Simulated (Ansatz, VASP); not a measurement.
**One calculation of Be, two programs**

```
Be
1.0
     2.23865    0.00000    0.00000
    -1.11932    1.93873    0.00000
     0.00000    0.00000    3.51103
Be
2
Direct
  0.66667 0.33333 0.75000
  0.33333 0.66667 0.25000
```

Change from the starting cell: volume scaled by 0.94.

Alike in both runs: task single point; functional PBEsol; k mesh 13 × 13 × 8; occupations fermi-dirac, width 0.05 eV; no spin polarisation.

|  | VASP | Ansatz |
| --- | --- | --- |
| version | VASP 6.6.1 | Ansatz 0.2.0 |
| potentials or method | VASP PAW PBE potentials, release 64 (Be), cutoff 520 eV | all-electron LAPW, scalar-relativistic |

VASP gave:

```
gap on the k mesh at the Fermi level (eV)                     : none
pressure (GPa)                                                : 4.2
traceless stress, the component that is largest in VASP (GPa) : 0.21
```

Q: Which values does Ansatz return?

A: gap on the k mesh at the Fermi level (eV): none; pressure (GPa): 3.7; traceless stress, the component that is largest in VASP (GPa): 0.16.

VASP's potentials were made for PBE, not for PBEsol. A gap of «none» marks a metal or a gap that the smearing closes. Ansatz ran all-electron here, and VASP with PAW potentials.
